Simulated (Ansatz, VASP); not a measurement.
# Eu in VASP and in Ansatz

```
CELL_PARAMETERS angstrom
-2.30300 2.30300 2.30300
2.30300 -2.30300 2.30300
2.30300 2.30300 -2.30300
ATOMIC_POSITIONS crystal
Eu 0.00000 0.00000 0.00000
```

Alike in both runs: task single point; functional PBEsol; k mesh 7 × 7 × 7; occupations fermi-dirac, width 0.05 eV; collinear spin; fixed moment 3.5 μB.

|  | VASP | Ansatz |
| --- | --- | --- |
| version | VASP 6.6.1 | Ansatz 0.2.0 |
| potentials or method | VASP PAW PBE potentials, release 64 (Eu) | Ansatz PAW |
| plane-wave cutoff (eV) | 520 | 420 |
| valence electrons in the cell | 17 | 17 |

```csv
,VASP,Ansatz,Ansatz less VASP
pressure (GPa),-4.6,-4.5,+0.05
net moment per atom (μB),3.50,3.50,0.000
size of the moment on the site where the two differ most (μB),5.33,4.72,-0.615
```

VASP's potentials were made for PBE, not for PBEsol. Site moments also hang on the region over which each program counts them.

Spin-orbit coupling is off throughout.
